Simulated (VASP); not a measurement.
P:

```
P
1.0
    -1.56127    1.56127    1.56127
     1.56127   -1.56127    1.56127
     1.56127    1.56127   -1.56127
P
1
Cartesian
  0.0000 0.0000 0.0000
```

This isn't the form of P at room conditions, which is orthorhombic.

* Program: VASP 6.6.1
* Task: relaxation of cell and atoms
* Functional: r2SCAN
* Potentials or basis: VASP PAW PBE potentials, release 64 (P)
* Cutoff: 600 eV
* k mesh: 14 × 14 × 14
* Occupations: fermi-dirac, width 0.1 eV
* Spin: no spin polarisation

At the start: pressure -5.3 GPa; volume 15.22 Å³/atom.

Task: Where does the relaxation end?

Result: Over 3 steps the energy falls by 15.5 meV/atom and the volume is 14.32 Å³/atom (-5.9 %); space group Im-3m (No. 229, to 0.1 Å) before and after.

The path:
```csv
step,energy change (eV),largest force (eV/Å),pressure (GPa),volume (Å³)
1,0.0000,0.0000,-5.25,15.22
2,-0.0148,0.0000,1.24,14.15
3,-0.0155,0.0000,0.02,14.32
```

Final structure:
```
P
1.0
    -1.52992    1.52992    1.52992
     1.52992   -1.52992    1.52992
     1.52992    1.52992   -1.52992
P
1
Cartesian
  0.0000 0.0000 0.0000
```

Caveat: the PAW data sets were made with another functional, which shifts forces and pressure a little.
